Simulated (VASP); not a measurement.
Wanted: the native input for a VASP 6.6.1 run.

| Quantity | Value |
| --- | --- |
| Task | relaxation of shape and atoms at fixed volume |
| Functional | PBE |
| Potentials or basis | VASP PAW PBE potentials, release 64 (Ni_sv_GW, Si) |
| Cutoff | 690 eV |
| k mesh | 11 × 11 × 6 |
| Occupations | fermi-dirac, width 0.1 eV |
| Spin | no spin polarisation |
| Dipole correction | no |
| Further INCAR settings | ALGO = Normal; EDIFF = 1e-07; IBRION = 2; EDIFFG = -0.005; NSW = 50; ISIF = 4 |

The structure of SiNi (NiAs type) lies in POSCAR:

```
SiNi
1.0
    2.8762929041      0.0000000000      0.0000000000
   -1.4381464521      2.4909427237      0.0000000000
    0.0000000000      0.0000000000      3.9516984020
Ni Si
2 2
Direct
    0.0000000000      0.0000000000      0.0000000000
    0.0000000000      0.0000000000      0.5000000000
    0.3333333333      0.6666666667      0.2500000000
    0.6666666667      0.3333333333      0.7500000000
```

One way to write it, as run:

INCAR

```
SYSTEM = SiNi
PREC = Accurate ; ENCUT = 690
EDIFF = 1E-7 ; ISMEAR = -1
SIGMA = 0.1 ; LREAL = .False.
LASPH = .True. ; NELM = 120
ALGO = Normal ; ISIF = 4
LWAVE = .False. ; LCHARG = .False.
GGA = PE ; IBRION = 2
NSW = 50 ; EDIFFG = -0.005
GGA_COMPAT = .False. ; NELMIN = 4
```

KPOINTS

```
Automatic mesh
0
Gamma
  11 11 6
  0 0 0
```

Potentials or basis: VASP PAW PBE potentials, release 64 (Ni_sv_GW, Si).

The run is started by

```console
$ cat potpaw_PBE.64/Ni_sv_GW/POTCAR potpaw_PBE.64/Si/POTCAR > POTCAR
$ mpirun -np 1 vasp_std > vasp.out
```

It gave:

| Property | Result |
| --- | --- |
| Energy gained by relaxing | 60.2 meV/atom |
| Ionic steps | 22 |
| Pressure after relaxing | 354.5 GPa |
| Band gap on the k mesh | zero (bands 22 and 23 overlap by 7.97 eV) |

It took 13 min on 1 thread of Intel(R) Xeon(R) Platinum 8375C CPU @ 2.90GHz (Ice Lake) (shared host), peak memory 0.24 GiB.
